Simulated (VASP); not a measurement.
Runs of VASP 6.6.1 on Al3GaIr. The structure is that of space group Pm-3m (No. 221), or close to it. The cells are those of the table. The cell was generated, and may not be a known phase.

| task | cell | k mesh | cutoff (eV) | gap on the mesh (eV) | pressure (GPa) | relaxed volume (Å³/atom) |
| --- | --- | --- | --- | --- | --- | --- |
| single point | a = 4.211 Å, 5 atoms | 4 × 4 × 4 | 520 | none | 62.1 | - |
| single point | a = 4.769 Å, 5 atoms | 8 × 8 × 8 | 520 | none | 0.0 | - |
| relaxation of cell and atoms | relaxed from a = 4.211 Å, 5 atoms | 4 × 4 × 4 | 600 | none | 0.0 | (a) |
| relaxation of cell and atoms | relaxed from a = 4.763 Å, 5 atoms | 8 × 8 × 8 | 600 | none | 0.0 | 21.68 |
| single point | a = 4.763 Å, 5 atoms | 4 × 4 × 4 | 520 | none | 0.2 | - |

Alike in all rows: level PBE; potentials or basis VASP PAW PBE potentials, release 64 (Al, Ga_d, Ir); no spin polarisation; smearing gaussian 0.1 eV.

Problem. Fill in the values left out.

Solution. (a) 21.65.

Caveats: some runs use coarse meshes; spin-orbit coupling is left out, which moves the levels of the heavy elements; the volume moved by over 15 % at a fixed basis, so the end points are rough (at least some runs).

A k mesh can miss the band edges, and the runs leave out spin-orbit coupling on Ga, Ir.

A gap of «none» marks levels without a gap at the run's occupations.
